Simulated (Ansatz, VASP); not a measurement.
# Two plane-wave programs on GaN

```xyz
2
Lattice="0.0000 2.2490 2.3495 2.2490 0.0000 2.3495 2.2490 2.2490 0.0000" Properties=species:S:1:pos:R:3 pbc="T T T"
Ga    0.0000    0.0000    0.0000
N     1.1245    1.1245    1.1747
```

Change from the starting cell: uniaxial_z strain +4.5%.

Alike in both runs: task single point; functional PBE; k mesh 10 × 10 × 10; occupations fermi-dirac, width 0.02 eV; no spin polarisation.

|  | VASP | Ansatz |
| --- | --- | --- |
| version | VASP 6.6.1 | Ansatz 0.2.0 |
| potentials or method | VASP PAW PBE potentials, release 64 (Ga_d, N) | plane waves, PAW |
| plane-wave cutoff (eV) | 520 | 420 |
| valence electrons in the cell | 18 | 18 |

Ansatz gave:

* gap on the k mesh at the Fermi level (eV): 1.40
* pressure (GPa): -1.8
* traceless stress, the component that is largest in VASP (GPa): -3.95

Problem. What did VASP give for the same quantities?

Solution. gap on the k mesh at the Fermi level (eV): 1.40; pressure (GPa): -1.7; traceless stress, the component that is largest in VASP (GPa): -3.95.

With one functional, cell and mesh, what is left measures potentials, basis and numerics.
